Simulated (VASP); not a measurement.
The system is SrAlO4.

```
Sr Al O
1.0
     3.76200    0.00000    0.00000
     0.00000    3.76200    0.00000
     0.00000    0.00000    6.24949
Sr Al O
1 1 4
Direct
  0.50000 0.50000 0.50000
  0.00000 0.00000 0.00000
  0.00000 0.00000 0.69598
  0.50000 0.00000 0.00000
  0.00000 0.50000 0.00000
  0.00000 0.00000 0.30402
```

```yaml
Program: VASP 6.6.1
Task: relaxation of cell and atoms
Functional: PBE
Potentials_or_basis: VASP PAW PBE potentials, release 64 (Sr_sv, Al, O)
Cutoff: 600 eV
k_mesh: 4 × 4 × 4
Occupations: gaussian, width 0.1 eV
Spin: collinear spin, ferromagnetic start
Starting_moments: "[0.0, 0.0, 1.0, 1.0, 1.0, 1.0] μB"
```

At the start: pressure -7.8 GPa; volume 14.74 Å³/atom.

**Question.** How do energy, volume and symmetry change on relaxing?

**Answer.** Over 8 steps the energy falls by 56.9 meV/atom and the volume is 12.99 Å³/atom (-11.9 %); space group P4/mmm (No. 123, to 0.1 Å) before and after; moment 2.90 μB per cell.

The path:
| step | energy change (eV) | largest force (eV/Å) | pressure (GPa) | volume (Å³) |
| --- | --- | --- | --- | --- |
| 1 | 0.0000 | 0.2977 | -7.82 | 88.45 |
| 2 | -0.2235 | 0.8925 | 1.30 | 79.56 |
| 3 | -0.2252 | 0.8479 | 0.47 | 80.19 |
| 4 | -0.2797 | 0.5070 | 0.42 | 79.36 |
| 5 | -0.3179 | 0.0921 | 0.78 | 78.14 |
| 6 | -0.3384 | 0.0884 | -0.77 | 78.78 |
| 7 | -0.3384 | 0.0951 | -0.82 | 78.80 |
| 8 | -0.3412 | 0.0086 | 0.32 | 77.93 |

Final structure:
```xyz
6
Lattice="3.6403 0.0000 0.0000 0.0000 3.6403 0.0000 0.0000 0.0000 5.8808" Properties=species:S:1:pos:R:3 pbc="T T T"
Sr    1.8202    1.8202    2.9404
Al    3.6403    0.0000    0.0000
O     0.0000    0.0000    3.9613
O     1.8202    0.0000    0.0000
O     3.6403    1.8202    0.0000
O     0.0000    3.6403    1.9195
```

Caveat: the k points lie up to 0.43 Å⁻¹ apart in the final cell.
